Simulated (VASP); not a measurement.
Set up this calculation in VASP 6.6.1, as the native input.

```yaml
Task: relaxation of cell and atoms
Functional: PBE
Potentials_or_basis: VASP PAW PBE potentials, release 64 (Ga_d, Sb, Te)
Cutoff: 600 eV
k_mesh: 4 × 4 × 2
Occupations: gaussian, width 0.1 eV
Spin: no spin polarisation
Dipole_correction: no
Further_INCAR_settings: ALGO = Normal; EDIFF = 1e-06; IBRION = 2; EDIFFG = -0.04; NSW = 90; ISIF = 3
```

The structure of GaSbTe4 lies in POSCAR:

```
GaSbTe4
1.0
    4.7499502100      0.0000000000      0.0000000000
    0.0000000000      4.7499502100      0.0000000000
    0.0000000000      0.0000000000      7.9007594300
Ga Sb Te
1 1 4
Direct
    0.5000000000      0.5000000000      0.5000000000
    0.0000000000      0.0000000000      0.0000000000
    0.5000000000      0.0000000000      0.6975501200
    0.0000000000      0.5000000000      0.3024498800
    0.5000000000      0.0000000000      0.3024498800
    0.0000000000      0.5000000000      0.6975501200
```

The cell was built from a structure type or drawn by symmetry, and may not be a known phase.

One way to write it, as run:

INCAR

```
PREC = Accurate
ENCUT = 600
EDIFF = 1E-6
ISMEAR = 0
SIGMA = 0.1
LREAL = False
LASPH = True
NELM = 100
ALGO = Normal
ISIF = 3
LWAVE = False
LCHARG = False
GGA = PE
IBRION = 2
NSW = 90
EDIFFG = -0.04
```

KPOINTS

```
regular mesh
0
Gamma
  4 4 2
```

Potentials or basis: VASP PAW PBE potentials, release 64 (Ga_d, Sb, Te).

Launch:

```bash
$ cat potpaw_PBE.64/Ga_d/POTCAR potpaw_PBE.64/Sb/POTCAR potpaw_PBE.64/Te/POTCAR > POTCAR
$ mpirun -np 1 vasp_std > vasp.out
```

It gave:

```
Relaxed volume                        : 33.26 Å³/atom
Relaxed cell                          : a = 4.723 Å, b = 4.723 Å, c = 8.944 Å, α = 90.00°, β = 90.00°, γ = 90.00°
Space group after relaxing (to 0.1 Å) : P4/mmm (No. 123)
Energy gained by relaxing             : 309.4 meV/atom
Ionic steps                           : 15
Pressure after relaxing               : -0.1 GPa
Largest force after relaxing          : 0.023 eV/Å
Band gap on the k mesh                : zero (bands 21 and 22 overlap by 2.64 eV)
```

Caveat: the k points lie up to 0.35 Å⁻¹ apart in the final cell, too coarse for converged energies and pressures of a metal; spin-orbit coupling is left out, which moves the levels of the heavy elements.

Run time: 9.2 min on 1 thread of Intel(R) Xeon(R) Platinum 8488C (Sapphire Rapids) (shared host), peak memory 0.37 GiB.
